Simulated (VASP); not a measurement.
Wanted: the native input for a VASP 6.6.1 run.

```yaml
Task: relaxation of cell and atoms
Functional: PBE
Potentials_or_basis: VASP PAW PBE potentials, release 64 (Cu, O)
Cutoff: 600 eV
k_mesh: 4 × 4 × 4
Occupations: gaussian, width 0.1 eV
Spin: no spin polarisation
Dipole_correction: no
Further_INCAR_settings: ALGO = Normal; EDIFF = 1e-07; IBRION = 2; EDIFFG = -0.04; NSW = 60; ISIF = 3
```

The structure of Cu2O lies in POSCAR:

```
Cu2O
1.0
    4.2600000000      0.0000000000      0.0000000000
    0.0000000000      4.2600000000      0.0000000000
    0.0000000000      0.0000000000      4.2600000000
Cu O
4 2
Direct
    0.2500000000      0.2500000000      0.2500000000
    0.2500000000      0.7500000000      0.7500000000
    0.7500000000      0.7500000000      0.2500000000
    0.7500000000      0.2500000000      0.7500000000
    0.0000000000      0.0000000000      0.0000000000
    0.5000000000      0.5000000000      0.5000000000
```

These files were run (other wordings do the same):

INCAR

```
ALGO = Normal ; EDIFF = 1E-7
EDIFFG = -0.04 ; ENCUT = 600
GGA = PE ; GGA_COMPAT = F
IBRION = 2 ; ISIF = 3
ISMEAR = 0 ; LASPH = T
LCHARG = F ; LREAL = F
LWAVE = F ; NELM = 120
NELMIN = 4 ; NSW = 60
PREC = Accurate ; SIGMA = 0.1
```

KPOINTS

```
k-points
0
Gamma
  4 4 4
```

Potentials or basis: VASP PAW PBE potentials, release 64 (Cu, O).

Command:

```bash
$ cat potpaw_PBE.64/Cu/POTCAR potpaw_PBE.64/O/POTCAR > POTCAR
$ mpirun -np 1 vasp_std > vasp.out
```

Results of the run:

```
Relaxed volume                         : 13.33 Å³/atom
Relaxed cell                           : a = 4.309 Å, b = 4.309 Å, c = 4.309 Å, α = 90.00°, β = 90.00°, γ = 90.00°
Space group after relaxing (to 0.05 Å) : Pn-3m (No. 224)
Energy gained by relaxing              : 5.6 meV/atom
Ionic steps                            : 3
Pressure after relaxing                : 0.0 GPa
Band gap on the k mesh                 : 0.46 eV, direct
```

Run time: 2.3 min on 1 thread of AMD EPYC 7R43 64-Core Processor (Zen 3), with other jobs on the host, peak memory 0.18 GiB.
